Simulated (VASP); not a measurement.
# La2SnO (P6_3/mmc) in VASP: notebook

La2SnO is run at these levels: PBE; tasks: single point.

All numbers are computed with VASP 6.6.1; they aren't measurements. Logs are shortened: lines on timing, memory, paths and dates and some standing lists are left out, and cuts for length are marked.

## Step 1: The cell of the first run

The structure is hexagonal, space group P6_3/mmc (No. 194). The conventional cell has a = 3.779 Å, b = 3.779 Å, c = 15.989 Å, α = 90.00°, β = 90.00°, γ = 120.00°. La (site symmetry 3m) has 3 O at 2.59 Å and 3 Sn at 3.39 Å within 3.4 Å. Within 4.6 Å of Sn (site symmetry -6m2) lie 6 La at 3.39 Å and 6 Sn at 3.78 Å and 6 O at 4.55 Å. O (site symmetry -3m) has 6 La at 2.59 Å within 3.4 Å.

The cell was generated, and may not be a known phase.

## Step 2: Single point, PBE

INCAR

```
SYSTEM = La2SnO
PREC = Accurate
ENCUT = 520
EDIFF = 1E-6
ISMEAR = 0
SIGMA = 0.1
LREAL = .False.
LASPH = .True.
NELM = 60
ALGO = Normal
ISIF = 2
LWAVE = .False.
LCHARG = .True.
GGA = PE
LELF = .True.
LVHAR = .True.
NBANDS = 52
```

KPOINTS

```
Automatic mesh
0
Gamma
  6 6 1
  0 0 0
```

POSCAR

```
La2SnO
1.0
    3.7790063854     -0.0000000031      0.0000000000
   -1.8895031900      3.2727155324      0.0000000000
    0.0000000000      0.0000000000     15.9890590597
La Sn O
4 2 2
Direct
    0.6666666667      0.3333333333      0.4121372479
    0.3333333333      0.6666666667      0.5878627521
    0.3333333333      0.6666666667      0.9121372479
    0.6666666667      0.3333333333      0.0878627521
    0.6666666667      0.3333333333      0.7500000000
    0.3333333333      0.6666666667      0.2500000000
    0.0000000000      0.0000000000      0.0000000000
    0.0000000000      0.0000000000      0.5000000000
```

Potentials or basis: VASP PAW PBE potentials, release 64 (La, Sn_d, O).

On the command line:

```bash
> cat potpaw_PBE.64/La/POTCAR potpaw_PBE.64/Sn_d/POTCAR potpaw_PBE.64/O/POTCAR > POTCAR
> mpirun -np 1 vasp_std > vasp.out
```

OUTCAR:

```text
SYSTEM = La2SnO
   PREC = Accurate
   ENCUT = 520
   EDIFF = 1E-6
   ISMEAR = 0
   LREAL = .False.
   LASPH = .True.
   NELM = 60
   ISIF = 2
   GGA = PE

 ion  position               nearest neighbor table
   1  0.667  0.333  0.412-   8 2.59   8 2.59   8 2.59   6 3.39   6 3.39   6 3.39   2 3.56   2 3.56
                             2 3.56
   2  0.333  0.667  0.588-   8 2.59   8 2.59   8 2.59   5 3.39   5 3.39   5 3.39   1 3.56   1 3.56
                             1 3.56
   3  0.333  0.667  0.912-   7 2.59   7 2.59   7 2.59   5 3.39   5 3.39   5 3.39   4 3.56   4 3.56
                             4 3.56
   4  0.667  0.333  0.088-   7 2.59   7 2.59   7 2.59   6 3.39   6 3.39   6 3.39   3 3.56   3 3.56
                             3 3.56
   5  0.667  0.333  0.750-   2 3.39   3 3.39   2 3.39   3 3.39   2 3.39   3 3.39
   6  0.333  0.667  0.250-   1 3.39   4 3.39   1 3.39   4 3.39   1 3.39   4 3.39
   7  0.000  0.000  0.000-   3 2.59   4 2.59   4 2.59   3 2.59   4 2.59   3 2.59
   8  0.000  0.000  0.500-   1 2.59   2 2.59   1 2.59   2 2.59   1 2.59   2 2.59

  LATTYP: Found a hexagonal cell.
 ALAT       =     3.7790063854
 C/A-ratio  =     4.2310219748

  Lattice vectors:

 A1 = (   3.7790063854,  -0.0000000031,   0.0000000000)
 A2 = (  -1.8895031900,   3.2727155324,   0.0000000000)
 A3 = (   0.0000000000,   0.0000000000,  15.9890590597)

Analysis of symmetry for initial positions (statically):
=====================================================================
 Subroutine PRICEL returns:
 Original cell was already a primitive cell.

 Routine SETGRP: Setting up the symmetry group for a
 hexagonal supercell.

 Subroutine GETGRP returns: Found 24 space group operations
 (whereof 12 operations were pure point group operations)
 out of a pool of 24 trial point group operations.

The static configuration has the point symmetry D_3d.
 The point group associated with its full space group is D_6h.

Analysis of symmetry for dynamics (positions and initial velocities):
=====================================================================
 Subroutine PRICEL returns:
 Original cell was already a primitive cell.

 Routine SETGRP: Setting up the symmetry group for a
 hexagonal supercell.

 Subroutine GETGRP returns: Found 24 space group operations
 (whereof 12 operations were pure point group operations)
 out of a pool of 24 trial point group operations.

The dynamic configuration has the point symmetry D_3d.
 The point group associated with its full space group is D_6h.

 Subroutine INISYM returns: Found 24 space group operations
 (whereof 12 operations are pure point group operations),
 and found     1 'primitive' translations

----------------------------------------------------------------------------------------

                                     Primitive cell

  volume of cell :     197.7465

  direct lattice vectors                    reciprocal lattice vectors
     3.779006385 -0.000000003  0.000000000     0.264619823  0.152778326  0.000000000
    -1.889503190  3.272715532  0.000000000     0.000000000  0.305556652  0.000000000
     0.000000000  0.000000000 15.989059060     0.000000000  0.000000000  0.062542767

  length of vectors
     3.779006385  3.779006385 15.989059060     0.305556652  0.305556652  0.062542767

  position of ions in fractional coordinates (direct lattice)
     0.666666667  0.333333333  0.412137248
     0.333333333  0.666666667  0.587862752
     0.333333333  0.666666667  0.912137248
     0.666666667  0.333333333  0.087862752
     0.666666667  0.333333333  0.750000000
     0.333333333  0.666666667  0.250000000
     0.000000000  0.000000000  0.000000000
     0.000000000  0.000000000  0.500000000

  ion indices of the primitive-cell ions
   primitive index   ion index
                 1           1
                 2           2
                 3           3
                 4           4
                 5           5
                 6           6
                 7           7
                 8           8

----------------------------------------------------------------------------------------

 KPOINTS: Automatic mesh

Automatic generation of k-mesh.
 Grid dimensions read from file:
 generate k-points for:    6    6    1

 Generating k-lattice:

  Cartesian coordinates                     Fractional coordinates (reciprocal lattice)
     0.044103304  0.025463054  0.000000000     0.166666667 -0.000000000  0.000000000
     0.000000000  0.050926109  0.000000000     0.000000000  0.166666667  0.000000000
     0.000000000  0.000000000  0.062542767     0.000000000  0.000000000  1.000000000

  Length of vectors
     0.050926109  0.050926109  0.062542767

  Shift w.r.t. Gamma in fractional coordinates (k-lattice)
     0.000000000  0.000000000  0.000000000

 Subroutine IBZKPT returns following result:
 ===========================================

 Found      7 irreducible k-points:

 Following reciprocal coordinates:
            Coordinates               Weight
  0.000000  0.000000  0.000000      1.000000
  0.166667  0.000000  0.000000      6.000000
  0.333333  0.000000  0.000000      6.000000
  0.500000  0.000000  0.000000      3.000000
  0.166667  0.166667  0.000000      6.000000
  0.333333  0.166667  0.000000     12.000000
  0.333333  0.333333  0.000000      2.000000
   k-points           NKPTS =      7   k-points in BZ     NKDIM =      7   number of bands    NBANDS=     52
   number of dos      NEDOS =    301   number of ions     NIONS =      8
   total plane-waves  NPLWV =  94080
   dimension x,y,z NGX =    28 NGY =   28 NGZ =  120
   dimension x,y,z NGXF=    56 NGYF=   56 NGZF=  240
   ions per type =               4   2   2
   NGX,Y,Z   is equivalent  to a cutoff of  12.32, 12.32, 12.48 a.u.
   NGXF,Y,Z  is equivalent  to a cutoff of  24.64, 24.64, 24.95 a.u.
 SYSTEM =  La2SnO
   PREC   = accura    normal or accurate (medium, high low for compatibility)
   ISTART =      0    job   : 0-new  1-cont  2-samecut
   ICHARG =      2    charge: 1-file 2-atom 10-const
   ISPIN  =      1    spin polarized calculation?
   LNONCOLLINEAR =      F non collinear calculations
   LSORBIT =      F    spin-orbit coupling
   LASPH  =      T    aspherical Exc in radial PAW
   ENCUT  =  520.0 eV  38.22 Ry    6.18 a.u.   7.03  7.03 29.73*2*pi/ulx,y,z
   NELM   =     60;   NELMIN=  2; NELMDL= -5     # of ELM steps
   EDIFF  = 0.1E-05   stopping-criterion for ELM
   LREAL  =      F    real-space projection
   EDIFFG = 0.1E-04   stopping-criterion for IOM
   NSW    =      0    number of steps for IOM
   IBRION =     -1    ionic relax: 0-MD 1-quasi-New 2-CG
   NFREE  =      0    steps in history (QN), initial steepest desc. (CG)
   ISIF   =      2    stress and relaxation
   ISYM   =      2    0-nonsym 1-usesym 2-fastsym
   POTIM  = 0.5000    time-step for ionic-motion
   TEBEG  =    0.0;   TEEND  =   0.0 temperature during run
   PSTRESS=    0.0 pullay stress
   NELECT =      84.0000    total number of electrons
   NUPDOWN=      -1.0000    fix difference up-down
   EMIN   =  10.00;   EMAX   =-10.00  energy-range for DOS
   EFERMI =   0.00;   METHOD = LEGACY
   ISMEAR =     0;   SIGMA  =   0.10  broadening in eV -4-tet -1-fermi 0-gaus
   EFERMI_NEDOS =   21; number of points for ismear=-14 and -15
   IALGO  =     38    algorithm
   IMIX   =      4    mixing-type and parameters
     AMIX     =   0.40;   BMIX     =  1.00
     AMIX_MAG =   1.60;   BMIX_MAG =  1.00
  volume/ion in A,a.u.               =      24.72       166.81
  Fermi-wavevector in a.u.,A,eV,Ry     =   1.230642  2.325576 20.605741  1.514479
  Thomas-Fermi vector in A             =   2.365482
   LORBIT       =      0    0 simple, 1 ext, 2 COOP (PROOUT), +10 PAW based schemes
   GGA     = PE    functional components
   LHFCALC =     F    Hartree Fock is set to
   AEXX    =    0.0000 exact exchange contribution
   IVDW    =     0    specifies the selected vdW correction
   LEPSILON=     F    determine dielectric tensor
   LRPA    =     F    only Hartree local field effects (RPA)
 non-spin polarized calculation
 Gauss-broadening in eV      SIGMA  =   0.10
  energy-cutoff  :      520.00
  volume of cell :      197.75
 maximum number of plane-waves:      5348
   NGX = 15   NGY = 15   NGZ = 59

 number of electron      84.0000019 magnetization

 Free energy of the ion-electron system (eV)
  ---------------------------------------------------
  ext. energy  EPLUGINS =         0.00000000
  ---------------------------------------------------
  free energy    TOTEN  =       -50.49635765 eV

  energy without entropy =      -50.48248962  energy(sigma->0) =      -50.48942363

 E-fermi :   8.8016     XC(G=0): -10.2587

 val. band max:        8.6344988787   @ k =   0.0000   0.0000   0.0000
 cond. band min:       8.8610643268   @ k =   0.1667   0.1667   0.0000
 fundamental gap:      0.2265654481
 Fermi energy:         8.8015702397

 k-point     1 :       0.0000    0.0000    0.0000
  band No.  band energies     occupation
      1     -24.2205      2.00000
      2     -24.2196      2.00000
      3     -24.0091      2.00000
      4     -24.0080      2.00000
      5     -12.2727      2.00000
      6     -12.2727      2.00000
[... 44 lines left out ...]
     51      10.3396      0.00000
     52      10.3428      0.00000

 k-point     2 :       0.1667    0.0000    0.0000
  band No.  band energies     occupation
      1     -24.1739      2.00000
      2     -24.1730      2.00000
      3     -23.9882      2.00000
      4     -23.9873      2.00000
      5     -12.2746      2.00000
      6     -12.2742      2.00000
[... 44 lines left out ...]
     51      10.3962      0.00000
     52      10.4353      0.00000
[... 218 lines left out ...]
     51      10.5415      0.00000
     52      10.5566      0.00000

 k-point     7 :       0.3333    0.3333    0.0000
  band No.  band energies     occupation
      1     -23.9596      2.00000
      2     -23.9596      2.00000
      3     -23.9593      2.00000
      4     -23.9593      2.00000
      5     -12.2504      2.00000
      6     -12.2504      2.00000
[... 44 lines left out ...]
     51      10.5762      0.00000
     52      10.6001      0.00000

------------------------ aborting loop because EDIFF is reached ----------------------------------------

  FORCE on cell =-STRESS in cart. coord.  units (eV):
  Direction    XX          YY          ZZ          XY          YZ          ZX
  --------------------------------------------------------------------------------------
  -------------------------------------------------------------------------------------
  Total        0.2985525      0.2985525     -0.2452975      0.0000000     -0.0000000      0.0000000
  in kB        2.4189254      2.4189254     -1.9874438      0.0000000     -0.0000000      0.0000000
  external PRESSURE =       0.9501356 kB  Pullay stress =       0.0000000 kB

 VOLUME and BASIS-vectors are now :
 -----------------------------------------------------------------------------
  energy-cutoff  :      520.00
  volume of cell :      197.75
      direct lattice vectors                 reciprocal lattice vectors
     3.779006385 -0.000000003  0.000000000     0.264619823  0.152778326  0.000000000
    -1.889503190  3.272715532  0.000000000     0.000000000  0.305556652  0.000000000
     0.000000000  0.000000000 15.989059060     0.000000000  0.000000000  0.062542767

 POSITION                                       TOTAL-FORCE (eV/Angst)
 -----------------------------------------------------------------------------------
      1.88950      1.09091      6.58969        -0.000000     -0.000000     -0.000588
      0.00000      2.18181      9.39937         0.000000     -0.000000      0.000588
      0.00000      2.18181     14.58422         0.000000     -0.000000     -0.000588
      1.88950      1.09091      1.40484        -0.000000      0.000000      0.000588
      1.88950      1.09091     11.99179         0.000000     -0.000000      0.000000
      0.00000      2.18181      3.99726        -0.000000      0.000000      0.000000
      0.00000      0.00000      0.00000         0.000000      0.000000      0.000000
      0.00000      0.00000      7.99453         0.000000      0.000000      0.000000
 -----------------------------------------------------------------------------------
    total drift:                               -0.000001      0.000000     -0.000000

  FREE ENERGIE OF THE ION-ELECTRON SYSTEM (eV)
  ---------------------------------------------------
  free  energy   TOTEN  =       -50.4963576467 eV

  energy  without entropy=      -50.4824896156  energy(sigma->0) =      -50.48942363
```

Wall time 1.9 min (1 thread of Intel Xeon Platinum 8488C (Sapphire Rapids), shared host); peak memory 0.32 GiB.

What came out:

```yaml
Free_energy: -50.4964 eV
Pressure: 0.1 GPa
Band_gap_on_the_k_mesh: zero (bands 42 and 43 overlap by 1.30 eV)
```

Stress tensor (GPa, compression positive):
```
 0.24  0.00  0.00
 0.00  0.24  0.00
 0.00  0.00 -0.20
```

Caveat: the k points lie up to 0.39 Å⁻¹ apart, too coarse for converged energies and pressures of a metal; spin-orbit coupling is left out, which moves the levels of the heavy elements.

## Step 3: Single point, PBE

This run uses another cell than the first one, of 24.87 Å³/atom.

INCAR

```
SYSTEM = La2SnO
PREC = Accurate
ENCUT = 520
EDIFF = 1E-6
ISMEAR = 0
SIGMA = 0.1
LREAL = .FALSE.
LASPH = .TRUE.
NELM = 100
ALGO = Normal
ISIF = 2
LWAVE = .FALSE.
LCHARG = .FALSE.
GGA = PE
NBANDS = 52
```

KPOINTS

```
Automatic mesh
0
G
  12 12 4
  0 0 0
```

POSCAR

```
La2SnO
1.0
    3.7904151888      0.0000000000      0.0000000000
   -1.8952075944      3.2825958444      0.0000000000
    0.0000000000      0.0000000000     15.9929413993
La Sn O
4 2 2
Direct
    0.6666666667      0.3333333333      0.4126505327
    0.3333333333      0.6666666667      0.5873494673
    0.3333333333      0.6666666667      0.9126505327
    0.6666666667      0.3333333333      0.0873494673
    0.6666666667      0.3333333333      0.7500000000
    0.3333333333      0.6666666667      0.2500000000
    0.0000000000      0.0000000000      0.0000000000
    0.0000000000      0.0000000000      0.5000000000
```

Potentials or basis: VASP PAW PBE potentials, release 64 (La, Sn_d, O).

On the command line:

```bash
> cat potpaw_PBE.64/La/POTCAR potpaw_PBE.64/Sn_d/POTCAR potpaw_PBE.64/O/POTCAR > POTCAR
> mpirun -np 1 vasp_std > vasp.out
```

It took 12 min on 1 thread of Intel Xeon Platinum 8488C (Sapphire Rapids), shared host; peak memory 0.66 GiB.

It converged, with:

| Quantity | Value |
| --- | --- |
| Free energy | -50.5054 eV |
| Pressure | -0.2 GPa |
| Largest force | 0.004 eV/Å |
| Band gap on the k mesh | zero (bands 42 and 43 overlap by 1.44 eV) |

Forces on the atoms (eV/Å):
```
La   0.000  0.000  0.004
La   0.000  0.000 -0.004
La   0.000  0.000  0.004
La   0.000  0.000 -0.004
Sn   0.000  0.000  0.000
Sn   0.000  0.000  0.000
O    0.000  0.000  0.000
O    0.000  0.000  0.000
```

Levels at points of the mesh, in eV from the Fermi level:
```
           k point  band 40  band 41  band 42  band 43  band 44  band 45
(0.00, 0.00, 0.00)    -0.07     0.35     1.05     1.09     1.09     1.15
(0.50, 0.00, 0.00)    -1.17    -1.16    -0.98     0.36     0.63     1.05
(0.00, 0.00, 0.50)    -0.12     0.70     0.70     1.12     1.12     1.12
(0.50, 0.00, 0.50)    -1.21    -1.14    -1.14     0.48     0.48     1.05
```

Caveat: spin-orbit coupling is left out, which moves the levels of the heavy elements.

The gap in the log of VASP goes by the Fermi energy; the results here count the filled bands.